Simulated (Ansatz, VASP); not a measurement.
Li in VASP and in Ansatz

```
Li
1.0
     1.58661   -2.75374   -0.00372
    -4.38100   -2.53517   -0.49098
    -0.80639   -0.47551  -10.15448
Li
8
Direct
  0.50100 0.49853 0.50004
  0.00090 0.99857 0.50011
  0.99883 0.52789 0.74916
  0.49880 0.02819 0.74921
  0.50045 0.95900 0.25095
  0.00056 0.45903 0.25083
  0.49989 0.51465 0.99994
  0.99958 0.01415 0.99977
```

Change from the starting cell: cell x2, atoms moved at random (sigma 0.05 Å) and cell strained at random (1.5 %), then relaxed without symmetry.

Alike in both runs: functional PBE; k mesh 8 × 4 × 2; occupations gaussian, width 0.2 eV; no spin polarisation.

Ansatz relaxed the structure, and its values are those at the end. VASP's run is a single point on that final structure, the one shown.

```csv
,VASP,Ansatz
version,VASP 6.6.1,Ansatz 0.2.0
potentials or method,"VASP PAW PBE potentials, release 64 (Li_sv), cutoff 520 eV","scalar-relativistic, plane waves, PAW"
valence electrons in the cell,24,24
```

```csv
,VASP,Ansatz,Ansatz less VASP
gap on the k mesh at the Fermi level (eV),none,none,-
rms of the force components (eV/Å),0.004,0.004,-0.0002
```

A gap of «none» marks a metal or a gap that the smearing closes. The functional is the same, so the differences come from potentials, cutoffs and numerics.

Noted on VASP's run: the cutoff is under 1.25 times that of the potentials, so the pressure is a little rough.
